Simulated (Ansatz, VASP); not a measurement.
# One calculation of Si2Ni, two programs

```
CELL_PARAMETERS angstrom
0.00000 2.69567 2.69567
2.69567 0.00000 2.69567
2.69567 2.69567 0.00000
ATOMIC_POSITIONS crystal
Si 0.25000 0.25000 0.25000
Si 0.75000 0.75000 0.75000
Ni 0.00000 0.00000 0.00000
```

Alike in both runs: functional PBEsol; k mesh 14 × 14 × 14; occupations gaussian, width 0.1 eV; no spin polarisation.

Ansatz relaxed the structure, and its values are those at the end. VASP's run is a single point on that final structure, the one shown.

```csv
,VASP,Ansatz
version,VASP 6.6.1,Ansatz 0.2.0
potentials or method,"VASP PAW PBE potentials, release 64 (Si, Ni), cutoff 520 eV","scalar-relativistic, plane waves, PAW"
valence electrons in the cell,18,26
```

Ansatz gave:

| Quantity | Value |
| --- | --- |
| gap on the k mesh at the Fermi level (eV) | none |
| pressure (GPa) | 0.0 |

Question: Which values does VASP return?

Answer: gap on the k mesh at the Fermi level (eV): none; pressure (GPa): 0.1.

VASP's potentials were made for PBE, not for PBEsol. A gap of «none» marks a metal or a gap that the smearing closes. VASP's potentials hold 18 valence electrons a cell and Ansatz's 26, so a difference there can come from the potentials and not from the codes.
